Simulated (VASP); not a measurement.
**In3GaP2: single point with PBE**

In3GaP2:

```xyz
6
Lattice="5.4558 0.0000 0.0000 0.0000 5.4558 0.0000 0.0000 0.0000 5.2371" Properties=species:S:1:pos:R:3 pbc="T T T"
In    2.7279    2.7279    2.6185
In    2.7279    0.0000    0.0000
In    0.0000    2.7279    0.0000
Ga    0.0000    0.0000    2.6185
P     2.7279    2.7279    0.0000
P     0.0000    0.0000    0.0000
```

```yaml
Program: VASP 6.6.1
Task: single point
Functional: PBE
Potentials_or_basis: VASP PAW PBE potentials, release 64 (In_d, Ga_d, P)
Cutoff: 520 eV
k_mesh: 8 × 8 × 8
Occupations: gaussian, width 0.1 eV
Spin: no spin polarisation
```

```json
{
  "Pressure": "0.0 GPa",
  "Band gap on the k mesh": "zero (band 31 reaches 7.17 eV, above the bottom of band 32 at 3.73 eV)"
}
```

Levels at points of the mesh, in eV from the Fermi level:
```tsv
k point	band 27	band 28	band 29	band 30	band 31	band 32	band 33	band 34	band 35	band 36
(0.00, 0.00, 0.00)	-3.90	-3.14	-2.35	-2.20	-2.20	-1.77	1.36	1.36	2.96	3.76
(0.50, 0.00, 0.00)	-3.77	-3.71	-3.70	-3.32	1.10	1.13	2.11	2.18	2.38	2.55
(0.50, 0.50, 0.00)	-3.48	-3.10	-0.64	-0.64	0.30	0.30	0.93	0.93	2.47	2.55
(0.00, 0.00, 0.50)	-3.70	-1.97	-1.97	-1.73	-0.24	-0.24	1.06	1.13	2.56	2.81
(0.50, 0.00, 0.50)	-3.44	-3.44	-0.48	-0.35	0.90	1.06	1.32	1.34	1.60	2.51
(0.50, 0.50, 0.50)	-2.32	-2.32	-0.39	-0.39	1.67	2.39	2.60	2.62	3.35	3.39
```

Run time: 4.1 min on 1 thread of Intel(R) Xeon(R) 6975P-C (Granite Rapids), with other jobs on the host, peak memory 0.52 GiB.

Caveat: spin-orbit coupling is left out, which moves the levels of the heavy elements.
